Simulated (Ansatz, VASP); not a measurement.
## Na: VASP beside Ansatz

The input INCAR:

```
SYSTEM = Na
ALGO     = Normal         ! electronic algorithm
EDIFF    = 1E-8           ! SCF threshold, eV
ENCUT    = 520            ! plane-wave cutoff, eV
GGA      = PS             ! functional
ISIF     = 2              ! what is computed and relaxed
ISMEAR   = -1             ! smearing method
LASPH    = .TRUE.         ! aspherical terms in the spheres
LCHARG   = .FALSE.        ! write CHGCAR
LEFG     = .TRUE.       
LREAL    = .FALSE.        ! projectors in reciprocal space
LWAVE    = .FALSE.        ! write WAVECAR
NBANDS   = 14             ! bands
NELM     = 100            ! most SCF steps
PREC     = Accurate       ! precision mode
SIGMA    = 0.05           ! smearing width, eV
```

File KPOINTS:

```
k-points
0
G
  13 13 7
  0 0 0
```

POSCAR

```
Na
1.0
    3.7160893377      0.0000000000      0.0000000000
   -1.8580446689      3.2182277692      0.0000000000
    0.0000000000      0.0000000000      6.0708276422
Na
2
Direct
    0.3333333333      0.6666666667      0.2500000000
    0.6666666667      0.3333333333      0.7500000000
```

Input for Ansatz:

```yaml
crystal:
  lattice:
    - [3.7160893377, 0.0, 0.0]
    - [-1.8580446689, 3.2182277692, 0.0]
    - [0.0, 0.0, 6.0708276422]
  atoms:
    - { symbol: Na, position: [0.3333333333, 0.6666666667, 0.25] }
    - { symbol: Na, position: [0.6666666667, 0.3333333333, 0.75] }
kpoints:
  mp_grid: { grid: [13, 13, 7] }
scf:
  occupations: { method: fermi_dirac, width: 0.05 }
hamiltonian:
  xc: pbesol
  pseudopotentials: { kind: all_electron, datasets: crystal }
output:
  forces: true
  stress: true
  eigenvalues: true
  efg: { contact_densities: true }
```

Change from the starting cell: volume scaled by 0.96, crystal datasets.

Alike in both runs: task electric field gradients; functional PBEsol; k mesh 13 × 13 × 7; occupations fermi-dirac, width 0.05 eV; no spin polarisation.

```csv
,VASP,Ansatz
version,VASP 6.6.1,Ansatz 0.2.0
potentials or method,"VASP PAW PBE potentials, release 64 (Na_pv), cutoff 520 eV","all-electron PAW with datasets made for the crystal, scalar-relativistic"
```

|  | VASP | Ansatz | Ansatz less VASP |
| --- | --- | --- | --- |
| pressure (GPa) | 0.0 | 0.0 | 0.00 |
| traceless stress, the component that is largest in VASP (GPa) | 0.09 | 0.09 | -0.001 |
| size of Vzz on the site where it differs most (V/Å²) | 0.3 | 0.3 | -0.01 |

VASP's potentials were made for PBE, not for PBEsol. Ansatz ran all-electron here, and VASP with PAW potentials.
